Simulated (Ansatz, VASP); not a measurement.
# BAs in VASP and in Ansatz

File INCAR:

```
ALGO = Normal
EDIFF = 1E-6
ENCUT = 520
GGA = PE
ISIF = 2
ISMEAR = -1
LASPH = T
LCHARG = F
LREAL = F
LWAVE = F
NBANDS = 11
NELM = 100
PREC = Accurate
SIGMA = 0.03
```

Contents of KPOINTS:

```
k-points
0
Gamma
  10 10 10
```

File POSCAR:

```
BAs
1.0
    0.0000000000      1.8465198986      1.8465198986
    1.8465198986      0.0000000000      1.8465198986
    1.8465198986      1.8465198986      0.0000000000
B As
1 1
Direct
    0.7500000000      0.7500000000      0.7500000000
    0.0000000000      0.0000000000      0.0000000000
```

Input for Ansatz:

```yaml
crystal:
  lattice:
    - [0.0, 1.8465198986, 1.8465198986]
    - [1.8465198986, 0.0, 1.8465198986]
    - [1.8465198986, 1.8465198986, 0.0]
  atoms:
    - { symbol: B, position: [0.75, 0.75, 0.75] }
    - { symbol: As, position: [0.0, 0.0, 0.0] }
kpoints:
  mp_grid: { grid: [10, 10, 10] }
  band_path:
    path:
      - [0.0, 0.0, 0.0]
      - [-0.5, -0.5, 0.0]
      - [-0.375, -0.375, 0.25]
      - [-0.375, 0.0, 0.375]
      - [0.0, 0.0, 0.0]
      - [0.0, 0.0, 0.5]
      - [-0.5, -0.25, 0.25]
      - [-0.5, -0.5, 0.0]
    npoints: 6
scf:
  occupations: { method: fermi_dirac, width: 0.03 }
hamiltonian:
  xc: pbe
  pseudopotentials: { kind: all_electron, lapw: { basis_error: 0.001 } }
output:
  forces: true
  stress: true
  eigenvalues: true
  populations: true
```

Change from the starting cell: volume scaled by 0.45, LAPW.

Alike in both runs: task single point; functional PBE; k mesh 10 × 10 × 10; occupations fermi-dirac, width 0.03 eV; no spin polarisation.

```csv
,VASP,Ansatz
version,VASP 6.6.1,Ansatz 0.2.0
potentials or method,"VASP PAW PBE potentials, release 64 (B, As), cutoff 520 eV","all-electron LAPW, scalar-relativistic"
```

VASP gave:

- pressure (GPa): 503.8

**Question.** What did Ansatz give for the same quantities?

**Answer.** Pressure (GPa): 486.4.

Both programs put the cell under a high pressure, so it lies far from rest at this level. Ansatz ran all-electron here, and VASP with PAW potentials.

Noted on VASP's run: the cell as given lies far from equilibrium.
